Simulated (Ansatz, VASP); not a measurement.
RbCd in VASP and in Ansatz

```xyz
2
Lattice="4.6410 0.0000 0.0000 0.0000 4.6410 0.0000 0.0000 0.0000 4.6410" Properties=species:S:1:pos:R:3 pbc="T T T"
Rb    2.3205    2.3205    2.3205
Cd    0.0000    0.0000    0.0000
```

Alike in both runs: task single point; functional PBE; k mesh 12 × 12 × 12; occupations gaussian, width 0.1 eV; no spin polarisation.

|  | VASP | Ansatz |
| --- | --- | --- |
| version | VASP 6.6.1 | Ansatz 0.2.0 |
| potentials or method | VASP PAW PBE potentials, release 64 (Rb_sv, Cd), cutoff 500 eV | scalar-relativistic, plane waves, PAW |
| valence electrons in the cell | 21 | 29 |

|  | VASP | Ansatz | Ansatz less VASP |
| --- | --- | --- | --- |
| gap on the k mesh at the Fermi level (eV) | none | none | - |
| pressure (GPa) | -0.3 | -0.3 | -0.01 |

A gap of «none» marks a metal or a gap that the smearing closes. With one functional, cell and mesh, what is left measures potentials, basis and numerics. VASP's potentials hold 21 valence electrons a cell and Ansatz's 29, so a difference there can come from the potentials and not from the codes.
